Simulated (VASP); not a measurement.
Here is a VASP 6.6.1 calculation.

INCAR

```
PREC = Accurate ; ENCUT = 520
EDIFF = 1E-7 ; ISMEAR = -1
SIGMA = 0.05 ; LREAL = F
LASPH = T ; NELM = 60
ALGO = Normal ; ISIF = 2
LWAVE = F ; LCHARG = F
GGA = RP ; NBANDS = 35
```

Contents of KPOINTS:

```
Automatic mesh
0
Gamma
  6 6 8
```

POSCAR

```
SnO2
1.0
    4.7380000000      0.0000000000      0.0000000000
    0.0000000000      4.7380000000      0.0000000000
    0.0000000000      0.0000000000      3.1865000000
Sn O
2 4
Direct
    0.5000000000      0.5000000000      0.5000000000
    0.0000000000      0.0000000000      0.0000000000
    0.8071000000      0.1929000000      0.5000000000
    0.1929000000      0.8071000000      0.5000000000
    0.3071000000      0.3071000000      0.0000000000
    0.6929000000      0.6929000000      0.0000000000
```

Potentials or basis: VASP PAW PBE potentials, release 64 (Sn_d, O).

Command:

```console
$ cat potpaw_PBE.64/Sn_d/POTCAR potpaw_PBE.64/O/POTCAR > POTCAR
$ mpirun -np 1 vasp_std > vasp.out
```

**Question.** What does it give for the largest force?

**Answer.** 0.326 eV/Å.

**Question.** Estimate the band gap on the k mesh.

**Answer.** 1.36 eV, direct.

Stress tensor (GPa, compression positive):
```
14.87  0.00  0.00
 0.00 14.87  0.00
 0.00  0.00 18.38
```

Caveat: the PAW data sets were made with another functional, which shifts forces and pressure a little; spin-orbit coupling is left out, which moves the levels of the heavy elements. A hybrid or GW would open this gap; RPBE tends to underestimate it.
